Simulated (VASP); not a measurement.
Wanted: the native input for a VASP 6.6.1 run.

| Property | Result |
| --- | --- |
| Task | single point |
| Functional | LDA |
| Potentials or basis | VASP PAW LDA potentials, release 64 (Al) |
| Cutoff | 520 eV |
| k mesh | 19 × 19 × 4 |
| Occupations | gaussian, width 0.15 eV |
| Spin | no spin polarisation |
| Dipole correction | no |
| Further INCAR settings | ALGO = Fast; EDIFF = 1e-07; NBANDS = 18 |

The structure of Al lies in POSCAR:

```
Al
1.0
    2.0239800000     -2.0239800000      0.0000000000
    2.0239800000      0.0000000000     -2.0239800000
    8.0959200000      8.0959200000      8.0959200000
Al
6
Direct
    0.6666666667      0.6666666667      0.1666666667
    0.0000000000      0.0000000000      0.0000000000
    0.3333333333      0.3333333333      0.3333333333
    0.6666666667      0.6666666667      0.6666666667
    0.0000000000      0.0000000000      0.5000000000
    0.3333333333      0.3333333333      0.8333333333
```

One way to write it, as run:

INCAR

```
PREC = Accurate
ENCUT = 520
EDIFF = 1E-7
ISMEAR = 0
SIGMA = 0.15
LREAL = F
LASPH = T
NELM = 80
ALGO = Fast
ISIF = 2
LWAVE = F
LCHARG = F
NBANDS = 18
```

KPOINTS

```
regular mesh
0
Gamma
  19 19 4
```

Potentials or basis: VASP PAW LDA potentials, release 64 (Al).

Command:

```sh
$ cat potpaw_LDA.64/Al/POTCAR > POTCAR
$ mpirun -np 1 vasp_std > vasp.out
```

It gave:

```yaml
Pressure: -3.6 GPa
Band_gap_on_the_k_mesh: zero (bands 9 and 10 overlap by 5.71 eV)
```

Caveat: the cell stands under tension.

It took 3.4 min on 1 thread of Intel(R) Xeon(R) Platinum 8488C (Sapphire Rapids), on a shared host, peak memory 0.32 GiB.
